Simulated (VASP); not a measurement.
# V (Im-3m) in VASP: further runs, part 2 of 2

VASP 6.6.1.

### Step 3. Single point, PBE

INCAR reads:

```
SYSTEM = V
PREC     = Accurate       ! precision mode
ENCUT    = 520            ! plane-wave cutoff, eV
EDIFF    = 1E-6           ! SCF threshold, eV
ISMEAR   = 0              ! smearing method
SIGMA    = 0.6            ! smearing width, eV
LREAL    = .FALSE.        ! projectors in reciprocal space
LASPH    = .TRUE.         ! aspherical terms in the spheres
NELM     = 100            ! most SCF steps
ALGO     = Normal         ! electronic algorithm
ISIF     = 2              ! what is computed and relaxed
LWAVE    = .FALSE.        ! write WAVECAR
LCHARG   = .FALSE.        ! write CHGCAR
GGA      = PE             ! functional
NBANDS   = 12             ! bands
```

KPOINTS reads:

```
regular mesh
0
G
  15 15 15
  0 0 0
```

POSCAR reads:

```
V
1.0
   -1.4991761207      1.4991761207      1.4991761207
    1.4991761207     -1.4991761207      1.4991761207
    1.4991761207      1.4991761207     -1.4991761207
V
1
Direct
    0.0000000000      0.0000000000      0.0000000000
```

Potentials or basis: VASP PAW PBE potentials, release 64 (V_sv).

Started as:

```sh
> cat potpaw_PBE.64/V_sv/POTCAR > POTCAR
> mpirun -np 1 vasp_std > vasp.out
```

OUTCAR:

```text
SYSTEM = V
   PREC = Accurate
   ENCUT = 520
   EDIFF = 1E-6
   ISMEAR = 0
   LREAL = .FALSE.
   LASPH = .TRUE.
   NELM = 100
   ISIF = 2
   GGA = PE

 ion  position               nearest neighbor table
   1  0.000  0.000  0.000-

  LATTYP: Found a body centered cubic cell.
 ALAT       =     2.9983522414

  Lattice vectors:

 A1 = (  -1.4991761207,   1.4991761207,   1.4991761207)
 A2 = (   1.4991761207,  -1.4991761207,   1.4991761207)
 A3 = (   1.4991761207,   1.4991761207,  -1.4991761207)

Analysis of symmetry for initial positions (statically):
=====================================================================
 Subroutine PRICEL returns:
 Original cell was already a primitive cell.

 Routine SETGRP: Setting up the symmetry group for a
 body centered cubic supercell.

 Subroutine GETGRP returns: Found 48 space group operations
 (whereof 48 operations were pure point group operations)
 out of a pool of 48 trial point group operations.

The static configuration has the point symmetry O_h .

Analysis of symmetry for dynamics (positions and initial velocities):
=====================================================================
 Subroutine PRICEL returns:
 Original cell was already a primitive cell.

 Routine SETGRP: Setting up the symmetry group for a
 body centered cubic supercell.

 Subroutine GETGRP returns: Found 48 space group operations
 (whereof 48 operations were pure point group operations)
 out of a pool of 48 trial point group operations.

The dynamic configuration has the point symmetry O_h .

 Subroutine INISYM returns: Found 48 space group operations
 (whereof 48 operations are pure point group operations),
 and found     1 'primitive' translations

----------------------------------------------------------------------------------------

                                     Primitive cell

  volume of cell :      13.4778

  direct lattice vectors                    reciprocal lattice vectors
    -1.499176121  1.499176121  1.499176121     0.000000000  0.333516518  0.333516518
     1.499176121 -1.499176121  1.499176121     0.333516518  0.000000000  0.333516518
     1.499176121  1.499176121 -1.499176121     0.333516518  0.333516518  0.000000000

  length of vectors
     2.596649211  2.596649211  2.596649211     0.471663583  0.471663583  0.471663583

  position of ions in fractional coordinates (direct lattice)
     0.000000000  0.000000000  0.000000000

  ion indices of the primitive-cell ions
   primitive index   ion index
                 1           1

----------------------------------------------------------------------------------------

 KPOINTS: regular mesh

Automatic generation of k-mesh.
 Grid dimensions read from file:
 generate k-points for:   15   15   15

 Generating k-lattice:

  Cartesian coordinates                     Fractional coordinates (reciprocal lattice)
     0.000000000  0.022234435  0.022234435     0.066666667  0.000000000  0.000000000
     0.022234435  0.000000000  0.022234435     0.000000000  0.066666667  0.000000000
     0.022234435  0.022234435  0.000000000     0.000000000  0.000000000  0.066666667

  Length of vectors
     0.031444239  0.031444239  0.031444239

  Shift w.r.t. Gamma in fractional coordinates (k-lattice)
     0.000000000  0.000000000  0.000000000

 Subroutine IBZKPT returns following result:
 ===========================================

 Found    120 irreducible k-points:

 Following reciprocal coordinates:
            Coordinates               Weight
  0.000000  0.000000  0.000000      1.000000
  0.066667  0.000000  0.000000     12.000000
  0.133333  0.000000  0.000000     12.000000
  0.200000  0.000000  0.000000     12.000000
  0.266667  0.000000  0.000000     12.000000
  0.333333  0.000000  0.000000     12.000000
[... 16 lines left out ...]
  0.333333  0.200000  0.000000     48.000000
  0.400000  0.200000  0.000000     24.000000
 [... further k-points ...]
   k-points           NKPTS =    120   k-points in BZ     NKDIM =    120   number of bands    NBANDS=     12
   number of dos      NEDOS =    301   number of ions     NIONS =      1
   total plane-waves  NPLWV =   8000
   dimension x,y,z NGX =    20 NGY =   20 NGZ =   20
   dimension x,y,z NGXF=    40 NGYF=   40 NGZF=   40
   ions per type =               1
   NGX,Y,Z   is equivalent  to a cutoff of  12.80, 12.80, 12.80 a.u.
   NGXF,Y,Z  is equivalent  to a cutoff of  25.61, 25.61, 25.61 a.u.
 SYSTEM =  V
   PREC   = accura    normal or accurate (medium, high low for compatibility)
   ISTART =      0    job   : 0-new  1-cont  2-samecut
   ICHARG =      2    charge: 1-file 2-atom 10-const
   ISPIN  =      1    spin polarized calculation?
   LNONCOLLINEAR =      F non collinear calculations
   LSORBIT =      F    spin-orbit coupling
   LASPH  =      T    aspherical Exc in radial PAW
   ENCUT  =  520.0 eV  38.22 Ry    6.18 a.u.   4.83  4.83  4.83*2*pi/ulx,y,z
   NELM   =    100;   NELMIN=  2; NELMDL= -5     # of ELM steps
   EDIFF  = 0.1E-05   stopping-criterion for ELM
   LREAL  =      F    real-space projection
   EDIFFG = 0.1E-04   stopping-criterion for IOM
   NSW    =      0    number of steps for IOM
   IBRION =     -1    ionic relax: 0-MD 1-quasi-New 2-CG
   NFREE  =      0    steps in history (QN), initial steepest desc. (CG)
   ISIF   =      2    stress and relaxation
   ISYM   =      2    0-nonsym 1-usesym 2-fastsym
   POTIM  = 0.5000    time-step for ionic-motion
   TEBEG  =    0.0;   TEEND  =   0.0 temperature during run
   PSTRESS=    0.0 pullay stress
   NELECT =      13.0000    total number of electrons
   NUPDOWN=      -1.0000    fix difference up-down
   EMIN   =  10.00;   EMAX   =-10.00  energy-range for DOS
   EFERMI =   0.00;   METHOD = LEGACY
   ISMEAR =     0;   SIGMA  =   0.60  broadening in eV -4-tet -1-fermi 0-gaus
   EFERMI_NEDOS =   21; number of points for ismear=-14 and -15
   IALGO  =     38    algorithm
   IMIX   =      4    mixing-type and parameters
     AMIX     =   0.40;   BMIX     =  1.00
     AMIX_MAG =   1.60;   BMIX_MAG =  1.00
  volume/ion in A,a.u.               =      13.48        90.95
  Fermi-wavevector in a.u.,A,eV,Ry     =   1.617521  3.056672 35.597938  2.616375
  Thomas-Fermi vector in A             =   2.711933
   LORBIT       =      0    0 simple, 1 ext, 2 COOP (PROOUT), +10 PAW based schemes
   GGA     = PE    functional components
   LHFCALC =     F    Hartree Fock is set to
   AEXX    =    0.0000 exact exchange contribution
   IVDW    =     0    specifies the selected vdW correction
   LEPSILON=     F    determine dielectric tensor
   LRPA    =     F    only Hartree local field effects (RPA)
 non-spin polarized calculation
 Gauss-broadening in eV      SIGMA  =   0.60
  energy-cutoff  :      520.00
  volume of cell :       13.48
 maximum number of plane-waves:       374
   NGX =  9   NGY =  9   NGZ =  9

 number of electron      12.9999989 magnetization

 Free energy of the ion-electron system (eV)
  ---------------------------------------------------
  ext. energy  EPLUGINS =         0.00000000
  ---------------------------------------------------
  free energy    TOTEN  =        -9.13848149 eV

  energy without entropy =       -8.87128848  energy(sigma->0) =       -9.00488498

 E-fermi :   9.7984     XC(G=0): -12.8992

 val. band max:        9.7746044676   @ k =   0.3333   0.1333   0.0000
 cond. band min:       9.7986719033   @ k =  -0.4000  -0.4000   0.2000
 fundamental gap:      0.0240674357
 Fermi energy:         9.7983795612

 k-point     1 :       0.0000    0.0000    0.0000
  band No.  band energies     occupation
      1     -53.9957      2.00000
      2     -27.2983      2.00000
      3     -27.2983      2.00000
      4     -27.2983      2.00000
      5       3.1153      2.00000
      6      10.1280      0.43714
      7      10.1280      0.43714
      8      10.1280      0.43714
      9      12.1386      0.00000
     10      12.1386      0.00000
     11      30.1804      0.00000
     12      30.1804      0.00000

 k-point     2 :       0.0667    0.0000    0.0000
  band No.  band energies     occupation
      1     -53.9872      2.00000
      2     -27.3389      2.00000
      3     -27.3107      2.00000
      4     -27.2986      2.00000
      5       3.2948      2.00000
      6      10.0516      0.55066
      7      10.1112      0.46092
      8      10.2559      0.28091
      9      12.0512      0.00000
     10      12.1436      0.00000
     11      29.8611      0.00000
     12      30.1509      0.00000
[... 316 lines left out ...]
 k-point    24 :       0.4000    0.2000    0.0000
  band No.  band energies     occupation
      1     -53.7829      2.00000
      2     -28.0849      2.00000
      3     -27.7072      2.00000
      4     -27.3878      2.00000
      5       7.4028      2.00000
      6       8.6443      1.99348
      7       9.6272      1.31334
      8      12.0848      0.00000
      9      12.7149      0.00000
     10      16.0971      0.00000
     11      19.7415      0.00000
     12      23.0853      0.00000

 [... further k-points ...]
[... 5 lines left out ...]
  --------------------------------------------------------------------------------------
  -------------------------------------------------------------------------------------
  Total        0.1444603      0.1444603      0.1444603      0.0000000     -0.0000000      0.0000000
  in kB       17.1728015     17.1728015     17.1728015      0.0000000     -0.0000000      0.0000000
  external PRESSURE =      17.1728015 kB  Pullay stress =       0.0000000 kB

 VOLUME and BASIS-vectors are now :
 -----------------------------------------------------------------------------
  energy-cutoff  :      520.00
  volume of cell :       13.48
      direct lattice vectors                 reciprocal lattice vectors
    -1.499176121  1.499176121  1.499176121     0.000000000  0.333516518  0.333516518
     1.499176121 -1.499176121  1.499176121     0.333516518  0.000000000  0.333516518
     1.499176121  1.499176121 -1.499176121     0.333516518  0.333516518  0.000000000

 POSITION                                       TOTAL-FORCE (eV/Angst)
 -----------------------------------------------------------------------------------
      0.00000      0.00000      0.00000         0.000000      0.000000      0.000000
 -----------------------------------------------------------------------------------
    total drift:                                0.000000     -0.000000      0.000000

  FREE ENERGIE OF THE ION-ELECTRON SYSTEM (eV)
  ---------------------------------------------------
  free  energy   TOTEN  =        -9.1384814927 eV

  energy  without entropy=       -8.8712884768  energy(sigma->0) =       -9.00488498
```

Run time: 21 s. Hardware: 1 thread of Intel Xeon 8259CL, shared host; peak memory 0.14 GiB.

Results:

```yaml
Free_energy: -9.1385 eV
Pressure: 1.7 GPa
```
